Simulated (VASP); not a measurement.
Crystal: SiNi3.

```
CELL_PARAMETERS angstrom
3.54200 0.00000 0.00000
0.00000 3.54200 0.00000
0.00000 0.00000 3.54200
ATOMIC_POSITIONS crystal
Ni 0.50000 0.50000 0.00000
Ni 0.50000 0.00000 0.50000
Ni 0.00000 0.50000 0.50000
Si 0.00000 0.00000 0.00000
```

Base run:

* Program: VASP 6.6.1
* Functional: BLYP
* Potentials or basis: VASP PAW PBE potentials, release 64 (Ni, Si)
* Cutoff: 520 eV
* k mesh: 8 × 8 × 8
* Occupations: fermi-dirac, width 0.05 eV
* Spin: collinear spin, ferromagnetic start
* Starting moments: [1.0, 1.0, 1.0, 0.0] μB

Its results: band gap on the k mesh zero (filled and empty bands overlap); pressure 3.8 GPa; net moment 0.00 μB per cell.

Question: The run is repeated on the same cell with these changes: functional from BLYP to RPBE. What comes out?

Answer: Band gap on the k mesh zero (filled and empty bands overlap); pressure -1.4 GPa; net moment 0.00 μB per cell.

Caveats: the moments typed at the start vanished in this run; the PAW data sets were made with another functional, which shifts forces and pressure a little; the cell stands under pressure (at least some runs).
